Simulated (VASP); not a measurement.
The system is Se.

```
Se
1.0
     2.86649    0.00000    0.00000
     0.00000    2.86649    0.00000
     0.00000    0.00000    2.86649
Se
1
Direct
  0.00000 0.00000 0.00000
```

| Property | Result |
| --- | --- |
| Program | VASP 6.6.1 |
| Task | relaxation of cell and atoms |
| Functional | PBE |
| Potentials or basis | VASP PAW PBE potentials, release 64 (Se) |
| Cutoff | 600 eV |
| k mesh | 11 × 11 × 11 |
| Occupations | fermi-dirac, width 0.1 eV |
| Spin | no spin polarisation |

At the start: pressure -2.4 GPa; volume 23.55 Å³/atom.

**Question.** Where does the relaxation end?

**Answer.** Over 3 steps the energy falls by 6.8 meV/atom and the volume is 22.69 Å³/atom (-3.7 %); space group Pm-3m (No. 221, to 0.05 Å).

Step by step:
| step | energy change (eV) | largest force (eV/Å) | pressure (GPa) | volume (Å³) |
| --- | --- | --- | --- | --- |
| 1 | 0.0000 | 0.0000 | -2.42 | 23.55 |
| 2 | -0.0057 | 0.0000 | 1.07 | 22.36 |
| 3 | -0.0068 | 0.0000 | 0.00 | 22.69 |

Final structure:
```
CELL_PARAMETERS angstrom
2.83088 0.00000 0.00000
0.00000 2.83088 0.00000
0.00000 0.00000 2.83088
ATOMIC_POSITIONS crystal
Se 0.00000 0.00000 0.00000
```
